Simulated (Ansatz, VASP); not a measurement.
Two plane-wave programs on WS2

Contents of INCAR:

```
SYSTEM = WS2
  PREC = Accurate
  ENCUT = 520
  EDIFF = 1E-6
  ISMEAR = 0
  SIGMA = 0.05
  LREAL = .FALSE.
  LASPH = .TRUE.
  NELM = 100
  ALGO = Normal
  ISIF = 2
  LWAVE = .FALSE.
  LCHARG = .FALSE.
  LDIPOL = .TRUE.
  IDIPOL = 3
  DIPOL = 0.5 0.5 0.500
  GGA = PS
  NBANDS = 35
```

Contents of KPOINTS:

```
regular mesh
0
G
  4 4 1
  0 0 0
```

Contents of POSCAR:

```
WS2
1.0
    3.1476068077      0.0000000000      0.0000000000
   -1.5738034039      2.7259074566      0.0000000000
    0.0000000000      0.0000000000     24.5038647401
S W
4 2
Direct
    0.3333333333      0.6666666667      0.3060741675
    0.3333333333      0.6666666667      0.4339478745
    0.0000000000      0.0000000000      0.5660521255
    0.0000000000      0.0000000000      0.6939258325
    0.6666666667      0.3333333333      0.3700183493
    0.3333333333      0.6666666667      0.6299963073
```

Input for Ansatz:

```yaml
crystal:
  lattice:
    - [3.1476068077, 0.0, 0.0]
    - [-1.5738034039, 2.7259074566, 0.0]
    - [0.0, 0.0, 24.5038647401]
  atoms:
    - { symbol: S, position: [0.3333333333, 0.6666666667, 0.3060741675] }
    - { symbol: W, position: [0.6666666667, 0.3333333333, 0.3700183493] }
    - { symbol: S, position: [0.3333333333, 0.6666666667, 0.4339478745] }
    - { symbol: S, position: [0.0, 0.0, 0.5660521255] }
    - { symbol: W, position: [0.3333333333, 0.6666666667, 0.6299963073] }
    - { symbol: S, position: [0.0, 0.0, 0.6939258325] }
basis:
  ecutwfc: 420
kpoints:
  mp_grid: { grid: [4, 4, 1] }
hamiltonian:
  xc: pbesol
scf:
  occupations: { method: gaussian, width: 0.05 }
output:
  forces: true
  stress: true
  eigenvalues: true
efield:
  axis: 3
  dipole_correction: true
  ramp_width: 0.04
```

Alike in both runs: task single point; functional PBEsol; k mesh 4 × 4 × 1; occupations gaussian, width 0.05 eV; no spin polarisation.

|  | VASP | Ansatz |
| --- | --- | --- |
| version | VASP 6.6.1 | Ansatz 0.2.0 |
| potentials or method | VASP PAW PBE potentials, release 64 (S, W_sv), cutoff 520 eV | scalar-relativistic, plane waves, PAW |
| valence electrons in the cell | 52 | 52 |

Ansatz gave:

- gap on the k mesh at the Fermi level (eV): 1.84
- least direct gap on the mesh (eV): 2.67
- rms of the force components (eV/Å): 0.037

**Question.** What did VASP give for the same quantities?

**Answer.** gap on the k mesh at the Fermi level (eV): 1.85; least direct gap on the mesh (eV): 2.68; rms of the force components (eV/Å): 0.027.

VASP's potentials were made for PBE, not for PBEsol.

The k mesh is coarse, so the values compare programs but aren't converged. Spin-orbit coupling is off throughout.
